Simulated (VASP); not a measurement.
Set up this calculation in VASP 6.6.1, as the native input.

```
Task                   : single point
Functional             : PBEsol
Potentials or basis    : VASP PAW PBE potentials, release 64 (Ti_sv, O)
Cutoff                 : 520 eV
k mesh                 : 6 × 6 × 10
Occupations            : gaussian, width 0.05 eV
Spin                   : no spin polarisation
Dipole correction      : no
Further INCAR settings : ALGO = Normal; EDIFF = 1e-07; NBANDS = 33
```

The structure of TiO2 lies in POSCAR:

```
TiO2
1.0
    4.5912476203      0.0000000000      0.0000000000
    0.0000000000      4.5912476203      0.0000000000
    0.0000000000      0.0000000000      2.9389940195
Ti O
2 4
Direct
    0.0000000000      0.0000000000      0.0212657799
    0.5000000000      0.5000000000      0.5212657799
    0.3044387440      0.3044387440      0.0000000000
    0.1955612560      0.8044387440      0.5000000000
    0.6955612560      0.6955612560      0.0000000000
    0.8044387440      0.1955612560      0.5000000000
```

This cell differs from its parent crystal: all Ti atoms moved +0.062 Å, as atom 1 along Cartesian [0 0 1].

The input as run:

INCAR

```
  ALGO = Normal
  EDIFF = 1E-7
  ENCUT = 520
  GGA = PS
  ISIF = 2
  ISMEAR = 0
  LASPH = T
  LCHARG = F
  LREAL = F
  LWAVE = F
  NBANDS = 33
  NELM = 100
  PREC = Accurate
  SIGMA = 0.05
```

KPOINTS

```
k-points
0
Gamma
  6 6 10
```

Potentials or basis: VASP PAW PBE potentials, release 64 (Ti_sv, O).

Run with:

```sh
$ cat potpaw_PBE.64/Ti_sv/POTCAR potpaw_PBE.64/O/POTCAR > POTCAR
$ mpirun -np 1 vasp_std > vasp.out
```

It gave:

The pressure is 1.3 GPa, the largest force is 0.080 eV/Å and the band gap on the k mesh is 1.94 eV, indirect (least direct gap 1.96 eV).

Caveat: the cell differs from its parent crystal (all Ti atoms moved +0.062 Å, as atom 1 along Cartesian [0 0 1]); the PAW data sets were made with another functional, which shifts forces and pressure a little.

Run time: 110 s on 1 thread of Intel Xeon 6975P-C, with other jobs on the host, peak memory 0.24 GiB.
